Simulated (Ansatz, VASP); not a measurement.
## One calculation of Sb, two programs

File INCAR:

```
ALGO     = Normal         # electronic algorithm
EDIFF    = 1E-6           # SCF threshold, eV
ENCUT    = 520            # plane-wave cutoff, eV
GGA      = PE             # functional
ISIF     = 2              # what is computed and relaxed
ISMEAR   = 0              # smearing method
LASPH    = True           # aspherical terms in the spheres
LCHARG   = True           # write CHGCAR
LELF     = True           # ELF
LREAL    = False          # projectors in reciprocal space
LVHAR    = True         
LWAVE    = False          # write WAVECAR
NBANDS   = 12             # bands
NELM     = 60             # most SCF steps
PREC     = Accurate       # precision mode
SIGMA    = 0.013000000000000001 # smearing width, eV
```

KPOINTS

```
k-points
0
Gamma
  8 8 8
```

Contents of POSCAR:

```
Sb
1.0
    2.1542000000      1.2437279499      3.7580000000
   -2.1542000000      1.2437279499      3.7580000000
    0.0000000000     -2.4874558998      3.7580000000
Sb
2
Direct
    0.7665100000      0.7665100000      0.7665100000
    0.2334900000      0.2334900000      0.2334900000
```

File input.yaml:

```yaml
crystal:
  lattice:
    - [2.1542, 1.2437279499, 3.758]
    - [-2.1542, 1.2437279499, 3.758]
    - [0.0, -2.4874558998, 3.758]
  atoms:
    - { symbol: Sb, position: [0.76651, 0.76651, 0.76651] }
    - { symbol: Sb, position: [0.23349, 0.23349, 0.23349] }
kpoints:
  mp_grid: { grid: [8, 8, 8] }
scf:
  occupations: { method: gaussian, width: 0.013 }
hamiltonian:
  xc: pbe
  pseudopotentials: { kind: all_electron, lapw: { basis_error: 0.001 } }
output:
  forces: true
  stress: true
  eigenvalues: true
```

Alike in both runs: task single point; functional PBE; k mesh 8 × 8 × 8; occupations gaussian, width 0.013 eV; no spin polarisation.

|  | VASP | Ansatz |
| --- | --- | --- |
| version | VASP 6.6.1 | Ansatz 0.2.0 |
| potentials or method | VASP PAW PBE potentials, release 64 (Sb), cutoff 520 eV | all-electron LAPW, scalar-relativistic |

```csv
,VASP,Ansatz,Ansatz less VASP
gap on the k mesh at the Fermi level (eV),none,none,-
pressure (GPa),2.8,2.7,-0.07
"traceless stress, the component that is largest in VASP (GPa)",-0.50,-0.47,+0.024
rms of the force components (eV/Å),0.107,0.081,-0.0254
```

Atom by atom the forces differ by 0.025 eV/Å (rms over components). A gap of «none» marks a metal or a gap that the smearing closes. Ansatz ran all-electron here, and VASP with PAW potentials.

Neither program's run includes spin-orbit coupling.
